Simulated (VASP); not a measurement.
The system is Sn4Se.

```xyz
5
Lattice="0.0000 4.3237 4.3237 4.3237 0.0000 4.3237 4.3237 4.3237 0.0000" Properties=species:S:1:pos:R:3 pbc="T T T"
Sn    1.1533    1.1533    1.1533
Sn    3.1704    3.1704    1.1533
Sn    3.1704    1.1533    3.1704
Sn    1.1533    3.1704    3.1704
Se    4.3237    4.3237    4.3237
```

The cell was generated, and may not be a known phase.

```yaml
Program: VASP 6.6.1
Task: relaxation of cell and atoms
Functional: PBE
Potentials_or_basis: VASP PAW PBE potentials, release 64 (Sn_d, Se)
Cutoff: 600 eV
k_mesh: 4 × 4 × 4
Occupations: gaussian, width 0.1 eV
Spin: no spin polarisation
```

At the start: pressure 3.3 GPa; volume 32.33 Å³/atom.

How do energy, volume and symmetry change on relaxing?

Over 5 steps the energy falls by 137.4 meV/atom and the volume is 33.44 Å³/atom (+3.4 %); space group F-43m (No. 216, to 0.1 Å) before and after.

Step by step:
| step | energy change (eV) | largest force (eV/Å) | pressure (GPa) | volume (Å³) |
| --- | --- | --- | --- | --- |
| 1 | 0.0000 | 2.7266 | 3.28 | 161.66 |
| 2 | -0.6178 | 0.0782 | -1.92 | 177.66 |
| 3 | -0.6402 | 0.2770 | -1.41 | 174.64 |
| 4 | -0.6862 | 0.0042 | -0.23 | 168.02 |
| 5 | -0.6868 | 0.0371 | -0.06 | 167.20 |

Final structure:
```
Sn Se
1.0
     0.00000    4.37256    4.37256
     4.37256    0.00000    4.37256
     4.37256    4.37256    0.00000
Sn Se
4 1
Direct
  0.12476 0.12476 0.12476
  0.12476 0.12476 0.62573
  0.12476 0.62573 0.12476
  0.62573 0.12476 0.12476
  0.50000 0.50000 0.50000
```
